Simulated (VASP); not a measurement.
# BiN (P6_3/mmc) in VASP: notebook, part 2 of 2

VASP 6.6.1. The steps go on from the part before.

## Step 3: Relaxation of shape and atoms at fixed volume, PBEsol (16.07 Å³/atom)

This run uses another cell than the first one, of 16.07 Å³/atom.

File INCAR:

```
ALGO     = Normal         # electronic algorithm
EDIFF    = 1E-6           # SCF threshold, eV
EDIFFG   = -0.01          # ionic threshold
ENCUT    = 600            # plane-wave cutoff, eV
GGA      = PS             # functional
IBRION   = 2              # ionic algorithm
ISIF     = 4              # what is computed and relaxed
ISMEAR   = 0              # smearing method
LASPH    = True           # aspherical terms in the spheres
LCHARG   = False          # write CHGCAR
LREAL    = False          # projectors in reciprocal space
LWAVE    = False          # write WAVECAR
NELM     = 100            # most SCF steps
NSW      = 60             # ionic steps
PREC     = Accurate       # precision mode
SIGMA    = 0.05           # smearing width, eV
```

File KPOINTS:

```
k-points
0
Gamma
  10 10 6
```

File POSCAR:

```
BiN
1.0
    3.4347233966      0.0000000000      0.0000000000
   -1.7173616983      2.9745577164      0.0000000000
    0.0000000000      0.0000000000      6.2924077377
Bi N
2 2
Direct
    0.0000000000      0.0000000000      0.0000000000
    0.0000000000      0.0000000000      0.5000000000
    0.3333333333      0.6666666667      0.2500000000
    0.6666666667      0.3333333333      0.7500000000
```

Potentials or basis: VASP PAW PBE potentials, release 64 (Bi_d, N).

On the command line:

```console
$ cat potpaw_PBE.64/Bi_d/POTCAR potpaw_PBE.64/N/POTCAR > POTCAR
$ mpirun -np 1 vasp_std > vasp.out
```

OUTCAR:

```text
EDIFF = 1E-6
   EDIFFG = -0.01
   ENCUT = 600
   GGA = PS
   IBRION = 2
   ISIF = 4
   ISMEAR = 0
   LASPH = True
   LREAL = False
   NELM = 100
   NSW = 60
   PREC = Accurate

 ion  position               nearest neighbor table
   1  0.000  0.000  0.000-   3 2.53   4 2.53   3 2.53   4 2.53   4 2.53   3 2.53   2 3.15   2 3.15

   2  0.000  0.000  0.500-   3 2.53   4 2.53   3 2.53   4 2.53   4 2.53   3 2.53   1 3.15   1 3.15

   3  0.333  0.667  0.250-   1 2.53   2 2.53   1 2.53   2 2.53   1 2.53   2 2.53
   4  0.667  0.333  0.750-   1 2.53   2 2.53   1 2.53   2 2.53   1 2.53   2 2.53

  LATTYP: Found a hexagonal cell.
 ALAT       =     3.4347233966
 C/A-ratio  =     1.8319983915

  Lattice vectors:

 A1 = (   3.4347233966,   0.0000000000,   0.0000000000)
 A2 = (  -1.7173616983,   2.9745577164,   0.0000000000)
 A3 = (   0.0000000000,   0.0000000000,   6.2924077377)

Analysis of symmetry for initial positions (statically):
=====================================================================
 Subroutine PRICEL returns:
 Original cell was already a primitive cell.

 Routine SETGRP: Setting up the symmetry group for a
 hexagonal supercell.

 Subroutine GETGRP returns: Found 24 space group operations
 (whereof 12 operations were pure point group operations)
 out of a pool of 24 trial point group operations.

The static configuration has the point symmetry D_3d.
 The point group associated with its full space group is D_6h.

Analysis of symmetry for dynamics (positions and initial velocities):
=====================================================================
 Subroutine PRICEL returns:
 Original cell was already a primitive cell.

 Routine SETGRP: Setting up the symmetry group for a
 hexagonal supercell.

 Subroutine GETGRP returns: Found 24 space group operations
 (whereof 12 operations were pure point group operations)
 out of a pool of 24 trial point group operations.
[... 132 lines left out ...]
   LHFCALC =     F    Hartree Fock is set to
   AEXX    =    0.0000 exact exchange contribution
   IVDW    =     0    specifies the selected vdW correction
   LEPSILON=     F    determine dielectric tensor
   LRPA    =     F    only Hartree local field effects (RPA)
 conjugate gradient relaxation of ions
 non-spin polarized calculation
 Gauss-broadening in eV      SIGMA  =   0.05
  energy-cutoff  :      600.00
  volume of cell :       64.29
 maximum number of plane-waves:      2164
 NGX is ok and might be reduce to    28
   NGX = 13   NGY = 13   NGZ = 25

--------------------------------------- Ionic step        1  -------------------------------------------

 number of electron      40.0000007 magnetization

 Free energy of the ion-electron system (eV)
  ---------------------------------------------------
  ext. energy  EPLUGINS =         0.00000000
  ---------------------------------------------------
  free energy    TOTEN  =       -22.44455521 eV

  energy without entropy =      -22.44260130  energy(sigma->0) =      -22.44357826

------------------------ aborting loop because EDIFF is reached ----------------------------------------

  FORCE on cell =-STRESS in cart. coord.  units (eV):
  Direction    XX          YY          ZZ          XY          YZ          ZX
  --------------------------------------------------------------------------------------
  -------------------------------------------------------------------------------------
  Total        2.0970745      2.0970745      2.5348719      0.0000000     -0.0000000      0.0000000
  in kB       52.2628888     52.2628888     63.1735934      0.0000000     -0.0000000      0.0000000
  external PRESSURE =      55.8997903 kB  Pullay stress =       0.0000000 kB
[... 63 lines left out ...]
--------------------------------------- Ionic step        3  -------------------------------------------

 number of electron      40.0000003 magnetization

 Free energy of the ion-electron system (eV)
  ---------------------------------------------------
  ext. energy  EPLUGINS =         0.00000000
  ---------------------------------------------------
  free energy    TOTEN  =       -22.44567347 eV

  energy without entropy =      -22.44396350  energy(sigma->0) =      -22.44481849

 E-fermi :   9.5246     XC(G=0): -11.7011

 val. band max:        9.5138997951   @ k =   0.4000   0.0000   0.1667
 cond. band min:       9.5315202168   @ k =   0.3000   0.2000   0.0000
 fundamental gap:      0.0176204217
 Fermi energy:         9.5246436232

 k-point     1 :       0.0000    0.0000    0.0000
  band No.  band energies     occupation
      1     -13.9905      2.00000
      2     -13.7829      2.00000
      3     -13.7829      2.00000
      4     -13.7604      2.00000
      5     -13.7604      2.00000
      6     -13.6989      2.00000
[... 637 lines left out ...]
     23      12.3589      0.00000
     24      13.4485      0.00000

 [... further k-points ...]

------------------------ aborting loop because EDIFF is reached ----------------------------------------

  FORCE on cell =-STRESS in cart. coord.  units (eV):
  Direction    XX          YY          ZZ          XY          YZ          ZX
  --------------------------------------------------------------------------------------
  -------------------------------------------------------------------------------------
  Total        2.1462446      2.1462446      2.0986011      0.0000000     -0.0000000      0.0000000
  in kB       53.4882982     53.4882982     52.3009362      0.0000000     -0.0000000      0.0000000
  external PRESSURE =      53.0925109 kB  Pullay stress =       0.0000000 kB
[... 19 lines left out ...]
  FREE ENERGIE OF THE ION-ELECTRON SYSTEM (eV)
  ---------------------------------------------------
  free  energy   TOTEN  =       -22.4456734721 eV

  energy  without entropy=      -22.4439634987  energy(sigma->0) =      -22.44481849

 reached required accuracy - stopping structural energy minimisation
```

OSZICAR:

```text
N       E                     dE             d eps       ncg     rms          rms(c)
DAV:   1     0.455308381427E+03    0.45531E+03   -0.23196E+04  2688   0.235E+03
DAV:   2     0.265108671839E+02   -0.42880E+03   -0.42307E+03  2872   0.580E+02
[... 23 lines left out ...]
DAV:   1    -0.224471780837E+02   -0.15924E-02   -0.70235E-02  2928   0.218E+00    0.194E-01
DAV:   2    -0.224462092058E+02    0.96888E-03   -0.30743E-03  3928   0.631E-01    0.120E-01
DAV:   3    -0.224456739816E+02    0.53522E-03   -0.90034E-04  3792   0.345E-01    0.264E-02
DAV:   4    -0.224456742161E+02   -0.23456E-06   -0.20584E-04  3552   0.111E-01    0.812E-03
DAV:   5    -0.224456737333E+02    0.48278E-06   -0.14555E-05  3480   0.397E-02    0.411E-03
DAV:   6    -0.224456734721E+02    0.26122E-06   -0.74627E-07  1968   0.159E-02
   3 F= -.22445673E+02 E0= -.22444818E+02  d E =-.111826E-02
```

CONTCAR:

```text
BiN
   1.00000000000000
     3.4252670791129356   -0.0000000000000000    0.0000000000000000
    -1.7126335395564678    2.9663683052277783   -0.0000000000000000
     0.0000000000000000   -0.0000000000000000    6.3271992681224356
  Bi              N
     2     2
Direct
     0.0000000000000000    0.0000000000000000    0.0000000000000000
     0.0000000000000000    0.0000000000000000    0.5000000000000000
     0.3333333332999970    0.6666666667000030    0.2500000000000000
     0.6666666667000030    0.3333333332999970    0.7500000000000000

  0.00000000E+00  0.00000000E+00  0.00000000E+00
  0.00000000E+00  0.00000000E+00  0.00000000E+00
  0.00000000E+00  0.00000000E+00  0.00000000E+00
  0.00000000E+00  0.00000000E+00  0.00000000E+00
```

It took 3.5 min on 1 thread of Oxide Virtual Turin-like, shared host; peak memory 0.22 GiB.

Results:

```
Free energy               : -22.4457 eV
Energy gained by relaxing : 0.3 meV/atom
Ionic steps               : 3
Pressure after relaxing   : 5.3 GPa
Band gap on the k mesh    : zero (bands 20 and 21 overlap by 1.15 eV)
```

Stress tensor (GPa, compression positive):
```
5.35 0.00 0.00
0.00 5.35 0.00
0.00 0.00 5.23
```

Step by step:
```tsv
step	energy change (eV)	largest force (eV/Å)	pressure (GPa)	volume (Å³)
1	0.0000	0.0000	5.59	64.29
2	-0.0010	0.0000	5.41	64.29
3	-0.0011	0.0000	5.31	64.29
```

Final structure:
```xyz
4
Lattice="3.4253 0.0000 0.0000 -1.7126 2.9664 0.0000 0.0000 0.0000 6.3272" Properties=species:S:1:pos:R:3 pbc="T T T"
Bi    0.0000    0.0000    0.0000
Bi    0.0000    0.0000    3.1636
N     0.0000    1.9776    1.5818
N     1.7126    0.9888    4.7454
```

Caveat: the PAW data sets were made with another functional, which shifts forces and pressure a little; spin-orbit coupling is left out, which moves the levels of the heavy elements.

## Step 4: Relaxation of shape and atoms at fixed volume, PBEsol (17.08 Å³/atom)

This run uses another cell than the first one, of 17.08 Å³/atom.

File INCAR:

```
SYSTEM = BiN
ALGO = Normal ; EDIFF = 1E-7
EDIFFG = -0.01 ; ENCUT = 600
GGA = PS ; IBRION = 2
ISIF = 4 ; ISMEAR = 0
LASPH = .TRUE. ; LCHARG = .FALSE.
LREAL = .FALSE. ; LWAVE = .FALSE.
NELM = 100 ; NSW = 60
PREC = Accurate ; SIGMA = 0.05
```

File KPOINTS:

```
k-points
0
G
  10 10 6
  0 0 0
```

File POSCAR:

```
BiN
1.0
    3.5123911120      0.0000000000      0.0000000000
   -1.7561955560      3.0418199310      0.0000000000
    0.0000000000      0.0000000000      6.3932780534
Bi N
2 2
Direct
    0.0000000000      0.0000000000      0.0000000000
    0.0000000000      0.0000000000      0.5000000000
    0.3333333333      0.6666666667      0.2500000000
    0.6666666667      0.3333333333      0.7500000000
```

On the command line:

```console
$ cat potpaw_PBE.64/Bi_d/POTCAR potpaw_PBE.64/N/POTCAR > POTCAR
$ mpirun -np 1 vasp_std > vasp.out
```

It took 3.9 min on 1 thread of Oxide Virtual Turin-like, shared host; peak memory 0.22 GiB.

Results (log left out):

```yaml
Free_energy: -22.4831 eV
Energy_gained_by_relaxing: 0.1 meV/atom
Ionic_steps: 2
Pressure_after_relaxing: -2.3 GPa
Band_gap_on_the_k_mesh: zero (bands 20 and 21 overlap by 1.06 eV)
```

The path:
| step | energy change (eV) | largest force (eV/Å) | pressure (GPa) | volume (Å³) |
| --- | --- | --- | --- | --- |
| 1 | 0.0000 | 0.0000 | -2.45 | 68.31 |
| 2 | -0.0005 | 0.0000 | -2.34 | 68.31 |

Final structure:
```
Bi N
1.0
     3.51711    0.00000    0.00000
    -1.75855    3.04590    0.00000
     0.00000    0.00000    6.37614
Bi N
2 2
Direct
  0.00000 0.00000 0.00000
  0.00000 0.00000 0.50000
  0.33333 0.66667 0.25000
  0.66667 0.33333 0.75000
```

Levels at points of the mesh, in eV from the Fermi level:
| k point | band 18 | band 19 | band 20 | band 21 | band 22 | band 23 |
| --- | --- | --- | --- | --- | --- | --- |
| (0.00, 0.00, 0.00) | -1.35 | -1.35 | -0.93 | 1.02 | 4.14 | 4.14 |
| (0.50, 0.00, 0.00) | -1.54 | -1.41 | -1.04 | -0.54 | 2.30 | 2.54 |
| (0.00, 0.00, 0.50) | -1.66 | -1.66 | -1.66 | 2.67 | 2.67 | 4.43 |
| (0.50, 0.00, 0.50) | -3.07 | -2.79 | -2.79 | 2.45 | 2.45 | 3.13 |

Caveat: the PAW data sets were made with another functional, which shifts forces and pressure a little; spin-orbit coupling is left out, which moves the levels of the heavy elements.

## Step 5: Overview

```tsv
task	cell	cutoff (eV)	gap on the mesh (eV)	pressure (GPa)
single point	a = 3.545, b = 3.545, c = 6.398 Å, angles 90.0, 90.0, 120.0°, 4 atoms	520	none	-4.4
relaxation of shape and atoms at fixed volume	relaxed from a = 3.435, b = 3.435, c = 6.292 Å, angles 90.0, 90.0, 120.0°, 4 atoms	600	none	5.3
relaxation of shape and atoms at fixed volume	relaxed from a = 3.512, b = 3.512, c = 6.393 Å, angles 90.0, 90.0, 120.0°, 4 atoms	600	none	-2.3
```

Alike in all rows: level PBEsol; potentials or basis VASP PAW PBE potentials, release 64 (Bi_d, N); no spin polarisation; k mesh 10 × 10 × 6; smearing gaussian 0.05 eV.

Caveats: the PAW data sets were made with another functional, which shifts forces and pressure a little; spin-orbit coupling is left out, which moves the levels of the heavy elements; the cell stands under tension (at least some runs).

Absolute energies hang on the potentials; compare differences alone.

The gap in the log of VASP goes by the Fermi energy; the results here count the filled bands.